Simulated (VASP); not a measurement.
Input of a VASP 6.6.1 run:

File INCAR:

```
ALGO     = Normal         # electronic algorithm
EDIFF    = 1E-6           # SCF threshold, eV
ENCUT    = 520            # plane-wave cutoff, eV
GGA      = PE             # functional
ISIF     = 2              # what is computed and relaxed
ISMEAR   = -1             # smearing method
LASPH    = True           # aspherical terms in the spheres
LCHARG   = False          # write CHGCAR
LREAL    = False          # projectors in reciprocal space
LWAVE    = False          # write WAVECAR
NBANDS   = 15             # bands
NELM     = 80             # most SCF steps
PREC     = Accurate       # precision mode
SIGMA    = 0.02           # smearing width, eV
```

KPOINTS

```
k-points
0
Gamma
  8 8 8
```

The input POSCAR:

```
KF
1.0
   -0.0332370071      2.6589605711      2.6589605711
    2.6589605711     -0.0332370071      2.6589605711
    2.6257235639      2.6257235639      0.0000000000
K F
1 1
Direct
    0.0000000000      0.0000000000      0.0000000000
    0.5000000000      0.5000000000      0.5000000000
```

Potentials or basis: VASP PAW PBE potentials, release 64 (K_sv, F).

The run is started by

```console
$ cat potpaw_PBE.64/K_sv/POTCAR potpaw_PBE.64/F/POTCAR > POTCAR
$ mpirun -np 1 vasp_std > vasp.out
```

(1) What does it give for the pressure?

(2) Predict the band gap on the k mesh.

## Answers

(1) 2.0 GPa.

(2) 6.23 eV, direct.

Caveat: the cell differs from its parent crystal (shear xy strain -2.5%).
